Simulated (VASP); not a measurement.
Input of a VASP 6.6.1 run:

INCAR

```
PREC = Accurate
ENCUT = 520
EDIFF = 1E-6
ISMEAR = 0
SIGMA = 0.15
LREAL = False
LASPH = True
NELM = 60
ALGO = Normal
ISIF = 2
LWAVE = False
LCHARG = True
GGA = PE
LELF = True
LVHAR = True
NBANDS = 15
```

File KPOINTS:

```
regular mesh
0
Gamma
  18 18 18
```

The input POSCAR:

```
TaN
1.0
    0.0000000000      2.1790000000      2.1790000000
    2.1790000000      0.0000000000      2.1790000000
    2.1790000000      2.1790000000      0.0000000000
Ta N
1 1
Direct
    0.5000000000      0.5000000000      0.5000000000
   -0.0086048646     -0.0086048646      0.0086048646
```

Potentials or basis: VASP PAW PBE potentials, release 64 (Ta_pv, N).

Command:

```console
$ cat potpaw_PBE.64/Ta_pv/POTCAR potpaw_PBE.64/N/POTCAR > POTCAR
$ mpirun -np 1 vasp_std > vasp.out
```

Task: Predict the band gap on the k mesh.

Result: Zero (band 8 reaches 11.84 eV, above the bottom of band 9 at 7.73 eV).

Task: Predict the pressure.

Result: 15.8 GPa.

Stress tensor (GPa, compression positive):
```
15.52  0.00  0.00
 0.00 15.52  0.00
 0.00  0.00 16.30
```

Caveat: the cell differs from its parent crystal (all N atoms moved +0.037 Å, as atom 2 towards its neighbour atom 1 (Ta) at 2.179 Å); spin-orbit coupling is left out, which moves the levels of the heavy elements.
